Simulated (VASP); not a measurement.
A run of VASP 6.6.1 is set up as follows.

The input INCAR:

```
ALGO = Normal
EDIFF = 1E-7
ENCUT = 520
GGA = PE
ISIF = 2
ISMEAR = 0
LASPH = T
LCHARG = T
LELF = T
LREAL = F
LVHAR = T
LWAVE = F
NBANDS = 21
NELM = 100
PREC = Accurate
SIGMA = 0.1
```

KPOINTS

```
k-points
0
Gamma
  18 18 6
```

The input POSCAR:

```
Si3Mo
1.0
    2.9821723059      0.0000000000      0.0000000000
   -1.4910861529      2.5826369754      0.0000000000
    0.0000000000      0.0000000000      7.7591060127
Si Mo
3 1
Direct
    0.0000000000      0.0000000000      0.0000000000
    0.3333333333      0.6666666667      0.7448526027
    0.3333333333      0.6666666667      0.2551473973
    0.0000000000      0.0000000000      0.5000000000
```

Potentials or basis: VASP PAW PBE potentials, release 64 (Si, Mo_sv).

Command:

```sh
$ cat potpaw_PBE.64/Si/POTCAR potpaw_PBE.64/Mo_sv/POTCAR > POTCAR
$ mpirun -np 1 vasp_std > vasp.out
```

Q: Estimate the largest force.

A: 0.018 eV/Å.

Q: Predict the pressure.

A: 0.1 GPa.

Q: Estimate the band gap on the k mesh.

A: Zero (band 13 reaches 11.05 eV, above the bottom of band 14 at 8.78 eV).

Forces on the atoms (eV/Å):
```
Si   0.000  0.000  0.000
Si   0.000  0.000  0.018
Si   0.000  0.000 -0.018
Mo   0.000  0.000  0.000
```
